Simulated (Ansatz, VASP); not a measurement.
Cu in VASP and in Ansatz

File INCAR:

```
  PREC = Accurate
  ENCUT = 520
  EDIFF = 1E-6
  ISMEAR = 0
  SIGMA = 0.15
  LREAL = F
  LASPH = T
  NELM = 60
  ALGO = Normal
  ISIF = 2
  LWAVE = F
  LCHARG = F
  GGA = CA
  NBANDS = 12
```

The input KPOINTS:

```
regular mesh
0
Gamma
  22 22 22
```

POSCAR

```
Cu
1.0
   -1.4273957576      1.4273957576      1.3578500000
    1.4273957576     -1.4273957576      1.3578500000
    1.4273957576      1.4273957576     -1.3578500000
Cu
1
Direct
    0.0000000000      0.0000000000      0.0000000000
```

Input for Ansatz:

```yaml
crystal:
  lattice:
    - [-1.4273957576, 1.4273957576, 1.35785]
    - [1.4273957576, -1.4273957576, 1.35785]
    - [1.4273957576, 1.4273957576, -1.35785]
  atoms:
    - { symbol: Cu, position: [0.0, 0.0, 0.0] }
basis:
  ecutwfc: 520.0
kpoints:
  mp_grid: { grid: [22, 22, 22] }
hamiltonian:
  xc: lda
  pseudopotentials: { kind: paw, azcp: { folder: soft_1 } }
scf:
  occupations: { method: gaussian, width: 0.15 }
output:
  forces: true
  stress: true
  eigenvalues: true
```

Alike in both runs: task single point; functional LDA; k mesh 22 × 22 × 22; occupations gaussian, width 0.15 eV; no spin polarisation.

```csv
,VASP,Ansatz
version,VASP 6.6.1,Ansatz 0.2.0
potentials or method,"VASP PAW LDA potentials, release 64 (Cu), cutoff 520 eV","scalar-relativistic, plane waves, PAW"
valence electrons in the cell,11,19
```

Ansatz gave:

```
gap on the k mesh at the Fermi level (eV)                     : none
pressure (GPa)                                                : -2.3
traceless stress, the component that is largest in VASP (GPa) : -0.19
```

Task: Which values does VASP return?

Result: gap on the k mesh at the Fermi level (eV): none; pressure (GPa): -1.4; traceless stress, the component that is largest in VASP (GPa): -0.20.

Ansatz warns that its potentials were made for another functional, while VASP's fit it. LDA's correlation is that of Perdew and Zunger in VASP and of Perdew and Wang (1992) in Ansatz. A gap of «none» marks a metal or a gap that the smearing closes. VASP's potentials hold 11 valence electrons a cell and Ansatz's 19, so a difference there can come from the potentials and not from the codes.
